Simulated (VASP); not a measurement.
# Ge7I (Fm-3m) in VASP: notebook

The runs below take Ge7I through relaxation of cell and atoms, single point, with PBE.

Program: VASP 6.6.1. These are calculated values, not measurements. Logs are shortened: lines on timing, memory, paths and dates and some standing lists are left out, and cuts for length are marked.

**1. The cell of the first run**

Symmetry: Fm-3m, No. 225, cubic system. The conventional cell has a = 8.849 Å, b = 8.849 Å, c = 8.849 Å, α = 90.00°, β = 90.00°, γ = 90.00°. Within 4.1 Å of Ge (site symmetry mmm) lie 10 Ge at 3.13 Å and 2 I at 3.13 Å. Ge (site symmetry m-3m) has 12 Ge at 3.13 Å within 4.1 Å. Within 4.1 Å of I (site symmetry m-3m) lie 12 Ge at 3.13 Å.

**2. Relaxation of cell and atoms, PBE**

INCAR

```
SYSTEM = Ge7I
PREC     = Accurate       ! precision mode
ENCUT    = 600            ! plane-wave cutoff, eV
EDIFF    = 1E-6           ! SCF threshold, eV
ISMEAR   = 0              ! smearing method
SIGMA    = 0.1            ! smearing width, eV
LREAL    = .False.        ! projectors in reciprocal space
LASPH    = .True.         ! aspherical terms in the spheres
NELM     = 100            ! most SCF steps
ALGO     = Normal         ! electronic algorithm
ISIF     = 3              ! what is computed and relaxed
LWAVE    = .False.        ! write WAVECAR
LCHARG   = .False.        ! write CHGCAR
GGA      = PE             ! functional
IBRION   = 2              ! ionic algorithm
NSW      = 100            ! ionic steps
EDIFFG   = -0.01          ! ionic threshold
```

KPOINTS

```
regular mesh
0
Gamma
  8 8 8
  0 0 0
```

POSCAR

```
Ge7I
1.0
    0.0000000000      4.4242785330      4.4242785330
    4.4242785330      0.0000000000      4.4242785330
    4.4242785330      4.4242785330      0.0000000000
Ge I
7 1
Direct
    0.5000000000      0.0000000000      0.0000000000
    0.0000000000      0.5000000000      0.5000000000
    0.0000000000      0.5000000000      0.0000000000
    0.5000000000      0.0000000000      0.5000000000
    0.0000000000      0.0000000000      0.5000000000
    0.5000000000      0.5000000000      0.0000000000
    0.5000000000      0.5000000000      0.5000000000
    0.0000000000      0.0000000000      0.0000000000
```

Potentials or basis: VASP PAW PBE potentials, release 64 (Ge_d, I).

Started as:

```
$ cat potpaw_PBE.64/Ge_d/POTCAR potpaw_PBE.64/I/POTCAR > POTCAR
$ mpirun -np 1 vasp_std > vasp.out
```

OUTCAR:

```text
SYSTEM = Ge7I
   PREC = Accurate
   ENCUT = 600
   EDIFF = 1E-6
   ISMEAR = 0
   LREAL = .False.
   LASPH = .True.
   NELM = 100
   ISIF = 3
   GGA = PE
   IBRION = 2
   NSW = 100
   EDIFFG = -0.01

 ion  position               nearest neighbor table
   1  0.500  0.000  0.000-   8 3.13   8 3.13
   2  0.000  0.500  0.500-   8 3.13   8 3.13
   3  0.000  0.500  0.000-   8 3.13   8 3.13
   4  0.500  0.000  0.500-   8 3.13   8 3.13
   5  0.000  0.000  0.500-   8 3.13   8 3.13
   6  0.500  0.500  0.000-   8 3.13   8 3.13
   7  0.500  0.500  0.500-
   8  0.000  0.000  0.000-   1 3.13   3 3.13   5 3.13   2 3.13   4 3.13   5 3.13   2 3.13   3 3.13
                             6 3.13   1 3.13   4 3.13   6 3.13

  LATTYP: Found a face centered cubic cell.
 ALAT       =     8.8485570660

  Lattice vectors:

 A1 = (   0.0000000000,   4.4242785330,   4.4242785330)
 A2 = (   4.4242785330,   0.0000000000,   4.4242785330)
 A3 = (   4.4242785330,   4.4242785330,   0.0000000000)

Analysis of symmetry for initial positions (statically):
=====================================================================
 Subroutine PRICEL returns:
 Original cell was already a primitive cell.

 Routine SETGRP: Setting up the symmetry group for a
 face centered cubic supercell.

 Subroutine GETGRP returns: Found 48 space group operations
 (whereof 48 operations were pure point group operations)
 out of a pool of 48 trial point group operations.

The static configuration has the point symmetry O_h .

Analysis of symmetry for dynamics (positions and initial velocities):
=====================================================================
 Subroutine PRICEL returns:
 Original cell was already a primitive cell.

 Routine SETGRP: Setting up the symmetry group for a
 face centered cubic supercell.

 Subroutine GETGRP returns: Found 48 space group operations
 (whereof 48 operations were pure point group operations)
 out of a pool of 48 trial point group operations.

The dynamic configuration has the point symmetry O_h .

 Subroutine INISYM returns: Found 48 space group operations
 (whereof 48 operations are pure point group operations),
 and found     1 'primitive' translations

----------------------------------------------------------------------------------------

                                     Primitive cell

  volume of cell :     173.2038

  direct lattice vectors                    reciprocal lattice vectors
     0.000000000  4.424278533  4.424278533    -0.113012776  0.113012776  0.113012776
     4.424278533  0.000000000  4.424278533     0.113012776 -0.113012776  0.113012776
     4.424278533  4.424278533  0.000000000     0.113012776  0.113012776 -0.113012776

  length of vectors
     6.256874705  6.256874705  6.256874705     0.195743870  0.195743870  0.195743870

  position of ions in fractional coordinates (direct lattice)
     0.500000000  0.000000000  0.000000000
     0.000000000  0.500000000  0.500000000
     0.000000000  0.500000000  0.000000000
     0.500000000  0.000000000  0.500000000
     0.000000000  0.000000000  0.500000000
     0.500000000  0.500000000  0.000000000
     0.500000000  0.500000000  0.500000000
     0.000000000  0.000000000  0.000000000

  ion indices of the primitive-cell ions
   primitive index   ion index
                 1           1
                 2           2
                 3           3
                 4           4
                 5           5
                 6           6
                 7           7
                 8           8

----------------------------------------------------------------------------------------

 KPOINTS: regular mesh

Automatic generation of k-mesh.
 Grid dimensions read from file:
 generate k-points for:    8    8    8

 Generating k-lattice:

  Cartesian coordinates                     Fractional coordinates (reciprocal lattice)
    -0.014126597  0.014126597  0.014126597     0.125000000  0.000000000  0.000000000
     0.014126597 -0.014126597  0.014126597     0.000000000  0.125000000  0.000000000
     0.014126597  0.014126597 -0.014126597     0.000000000  0.000000000  0.125000000

  Length of vectors
     0.024467984  0.024467984  0.024467984

  Shift w.r.t. Gamma in fractional coordinates (k-lattice)
     0.000000000  0.000000000  0.000000000

 Subroutine IBZKPT returns following result:
 ===========================================

 Found     29 irreducible k-points:

 Following reciprocal coordinates:
            Coordinates               Weight
  0.000000  0.000000  0.000000      1.000000
  0.125000  0.000000  0.000000      8.000000
  0.250000  0.000000  0.000000      8.000000
  0.375000  0.000000  0.000000      8.000000
  0.500000  0.000000  0.000000      4.000000
  0.125000  0.125000  0.000000      6.000000
[... 16 lines left out ...]
  0.500000  0.250000  0.125000     48.000000
 -0.375000  0.250000  0.125000     24.000000
 [... further k-points ...]
   k-points           NKPTS =     29   k-points in BZ     NKDIM =     29   number of bands    NBANDS=     63
   number of dos      NEDOS =    301   number of ions     NIONS =      8
   total plane-waves  NPLWV = 125000
   dimension x,y,z NGX =    50 NGY =   50 NGZ =   50
   dimension x,y,z NGXF=   100 NGYF=  100 NGZF=  100
   ions per type =               7   1
   NGX,Y,Z   is equivalent  to a cutoff of  13.29, 13.29, 13.29 a.u.
   NGXF,Y,Z  is equivalent  to a cutoff of  26.57, 26.57, 26.57 a.u.
 SYSTEM =  Ge7I
   PREC   = accura    normal or accurate (medium, high low for compatibility)
   ISTART =      0    job   : 0-new  1-cont  2-samecut
   ICHARG =      2    charge: 1-file 2-atom 10-const
   ISPIN  =      1    spin polarized calculation?
   LNONCOLLINEAR =      F non collinear calculations
   LSORBIT =      F    spin-orbit coupling
   LASPH  =      T    aspherical Exc in radial PAW
   ENCUT  =  600.0 eV  44.10 Ry    6.64 a.u.  12.50 12.50 12.50*2*pi/ulx,y,z
   NELM   =    100;   NELMIN=  2; NELMDL= -5     # of ELM steps
   EDIFF  = 0.1E-05   stopping-criterion for ELM
   LREAL  =      F    real-space projection
   EDIFFG = -.1E-01   stopping-criterion for IOM
   NSW    =    100    number of steps for IOM
   IBRION =      2    ionic relax: 0-MD 1-quasi-New 2-CG
   NFREE  =      1    steps in history (QN), initial steepest desc. (CG)
   ISIF   =      3    stress and relaxation
   ISYM   =      2    0-nonsym 1-usesym 2-fastsym
   POTIM  = 0.5000    time-step for ionic-motion
   TEBEG  =    0.0;   TEEND  =   0.0 temperature during run
   PSTRESS=    0.0 pullay stress
   NELECT =     105.0000    total number of electrons
   NUPDOWN=      -1.0000    fix difference up-down
   EMIN   =  10.00;   EMAX   =-10.00  energy-range for DOS
   EFERMI =   0.00;   METHOD = LEGACY
   ISMEAR =     0;   SIGMA  =   0.10  broadening in eV -4-tet -1-fermi 0-gaus
   EFERMI_NEDOS =   21; number of points for ismear=-14 and -15
   IALGO  =     38    algorithm
   IMIX   =      4    mixing-type and parameters
     AMIX     =   0.40;   BMIX     =  1.00
     AMIX_MAG =   1.60;   BMIX_MAG =  1.00
  volume/ion in A,a.u.               =      21.65       146.10
  Fermi-wavevector in a.u.,A,eV,Ry     =   1.385539  2.618289 26.119359  1.919719
  Thomas-Fermi vector in A             =   2.509940
   LORBIT       =      0    0 simple, 1 ext, 2 COOP (PROOUT), +10 PAW based schemes
   GGA     = PE    functional components
   LHFCALC =     F    Hartree Fock is set to
   AEXX    =    0.0000 exact exchange contribution
   IVDW    =     0    specifies the selected vdW correction
   LEPSILON=     F    determine dielectric tensor
   LRPA    =     F    only Hartree local field effects (RPA)
 conjugate gradient relaxation of ions
 non-spin polarized calculation
 Gauss-broadening in eV      SIGMA  =   0.10
  energy-cutoff  :      600.00
  volume of cell :      173.20
 maximum number of plane-waves:      5825
 NGX is ok and might be reduce to    50
   NGX = 25   NGY = 25   NGZ = 25

 number of electron     105.0000053 magnetization

 Free energy of the ion-electron system (eV)
  ---------------------------------------------------
  ext. energy  EPLUGINS =         0.00000000
  ---------------------------------------------------
  free energy    TOTEN  =       -29.18048902 eV

  energy without entropy =      -29.15846110  energy(sigma->0) =      -29.16947506

 E-fermi :   6.4166     XC(G=0): -10.7280

 val. band max:        6.3999450083   @ k =  -0.3750   0.2500   0.0000
 cond. band min:       6.4354273723   @ k =   0.5000   0.5000   0.0000
 fundamental gap:      0.0354823640
 Fermi energy:         6.4166374924

 k-point     1 :       0.0000    0.0000    0.0000
  band No.  band energies     occupation
      1     -18.4463      2.00000
      2     -18.4384      2.00000
      3     -18.4384      2.00000
      4     -18.4384      2.00000
      5     -18.4228      2.00000
      6     -18.4228      2.00000
[... 55 lines left out ...]
     62      11.9472      0.00000
     63      12.0771      0.00000

 k-point     2 :       0.1250    0.0000    0.0000
  band No.  band energies     occupation
      1     -18.4450      2.00000
      2     -18.4374      2.00000
      3     -18.4365      2.00000
      4     -18.4365      2.00000
      5     -18.4218      2.00000
      6     -18.4218      2.00000
[... 55 lines left out ...]
     62      11.8191      0.00000
     63      11.9547      0.00000

 k-point     3 :       0.2500    0.0000    0.0000
  band No.  band energies     occupation
      1     -18.4413      2.00000
      2     -18.4348      2.00000
      3     -18.4319      2.00000
      4     -18.4319      2.00000
      5     -18.4213      2.00000
      6     -18.4198      2.00000
[... 1375 lines left out ...]
     62       9.8287      0.00000
     63      10.2236      0.00000

 k-point    24 :      -0.3750    0.2500    0.1250
  band No.  band energies     occupation
      1     -18.4298      2.00000
      2     -18.4295      2.00000
      3     -18.4269      2.00000
      4     -18.4223      2.00000
      5     -18.4202      2.00000
      6     -18.4188      2.00000
[... 55 lines left out ...]
     62       9.6911      0.00000
     63       9.7869      0.00000

 [... further k-points ...]
[... 5 lines left out ...]
  --------------------------------------------------------------------------------------
  -------------------------------------------------------------------------------------
  Total        0.0081452      0.0081452      0.0081452      0.0000000      0.0000000     -0.0000000
  in kB        0.0753451      0.0753451      0.0753451      0.0000000      0.0000000     -0.0000000
  external PRESSURE =       0.0753451 kB  Pullay stress =       0.0000000 kB

 VOLUME and BASIS-vectors are now :
 -----------------------------------------------------------------------------
  energy-cutoff  :      600.00
  volume of cell :      173.20
      direct lattice vectors                 reciprocal lattice vectors
     0.000000000  4.424278533  4.424278533    -0.113012776  0.113012776  0.113012776
     4.424278533  0.000000000  4.424278533     0.113012776 -0.113012776  0.113012776
     4.424278533  4.424278533  0.000000000     0.113012776  0.113012776 -0.113012776

 POSITION                                       TOTAL-FORCE (eV/Angst)
 -----------------------------------------------------------------------------------
      0.00000      2.21214      2.21214         0.000000     -0.000000     -0.000000
      4.42428      2.21214      2.21214         0.000000     -0.000000     -0.000000
      2.21214      0.00000      2.21214        -0.000000      0.000000     -0.000000
      2.21214      4.42428      2.21214        -0.000000     -0.000000      0.000000
      2.21214      2.21214      0.00000        -0.000000     -0.000000      0.000000
      2.21214      2.21214      4.42428        -0.000000     -0.000000      0.000000
      4.42428      4.42428      4.42428        -0.000000     -0.000000     -0.000000
      0.00000      0.00000      0.00000        -0.000000     -0.000000     -0.000000
 -----------------------------------------------------------------------------------
    total drift:                                0.000000     -0.000000      0.000000

  FREE ENERGIE OF THE ION-ELECTRON SYSTEM (eV)
  ---------------------------------------------------
  free  energy   TOTEN  =       -29.1804890243 eV

  energy  without entropy=      -29.1584610973  energy(sigma->0) =      -29.16947506

 reached required accuracy - stopping structural energy minimisation
```

Run time: 3.5 min. Hardware: 1 thread of Intel Xeon 6975P-C (Granite Rapids), shared host; peak memory 0.51 GiB.

What came out:

| Item | Value |
| --- | --- |
| Free energy | -29.1805 eV |
| Pressure after relaxing | 0.0 GPa |

Final structure:
```xyz
8
Lattice="0.0000 4.4243 4.4243 4.4243 0.0000 4.4243 4.4243 4.4243 0.0000" Properties=species:S:1:pos:R:3 pbc="T T T"
Ge    0.0000    2.2121    2.2121
Ge    4.4243    2.2121    2.2121
Ge    2.2121    0.0000    2.2121
Ge    2.2121    4.4243    2.2121
Ge    2.2121    2.2121    0.0000
Ge    2.2121    2.2121    4.4243
Ge    4.4243    4.4243    4.4243
I     0.0000    0.0000    0.0000
```

Caveat: the relaxation stopped at its first step, so nothing moved; spin-orbit coupling is left out, which moves the levels of the heavy elements; an odd number of electrons without spin polarisation forces a metal; a magnetic or distorted state may lie lower.

**3. Single point, PBE**

INCAR

```
SYSTEM = Ge7I
  PREC = Accurate
  ENCUT = 520
  EDIFF = 1E-7
  ISMEAR = 0
  SIGMA = 0.1
  LREAL = .False.
  LASPH = .True.
  NELM = 80
  ALGO = Normal
  ISIF = 2
  LWAVE = .False.
  LCHARG = .True.
  GGA = PE
  LELF = .True.
  LVHAR = .True.
  NBANDS = 62
```

KPOINTS

```
regular mesh
0
Gamma
  4 4 4
  0 0 0
```

POSCAR is that of step 2.

Potentials or basis: VASP PAW PBE potentials, release 64 (Ge_d, I).

Started as:

```
$ cat potpaw_PBE.64/Ge_d/POTCAR potpaw_PBE.64/I/POTCAR > POTCAR
$ mpirun -np 1 vasp_std > vasp.out
```

Run time: 2.9 min. Hardware: 1 thread of AMD EPYC 7R13, shared host; peak memory 0.32 GiB.

The run converged. Its results:

```yaml
Free_energy: -29.0634 eV
Pressure: 0.4 GPa
```

Levels at points of the mesh, in eV from the Fermi level:
| k point | band 48 | band 49 | band 50 | band 51 | band 52 | band 53 | band 54 | band 55 | band 56 | band 57 |
| --- | --- | --- | --- | --- | --- | --- | --- | --- | --- | --- |
| (0.00, 0.00, 0.00) | -4.10 | -4.10 | -4.10 | 0.80 | 0.80 | 0.80 | 2.04 | 2.04 | 2.04 | 4.62 |
| (0.50, 0.00, 0.00) | -2.78 | -2.78 | -1.91 | 0.29 | 0.56 | 0.56 | 0.72 | 0.72 | 0.85 | 0.99 |
| (0.50, 0.50, 0.00) | -2.04 | -1.62 | -1.24 | -1.24 | -0.94 | -0.54 | -0.20 | -0.20 | -0.03 | 0.01 |

Caveat: spin-orbit coupling is left out, which moves the levels of the heavy elements; an odd number of electrons without spin polarisation forces a metal; a magnetic or distorted state may lie lower.

[end of part 1 of 2]
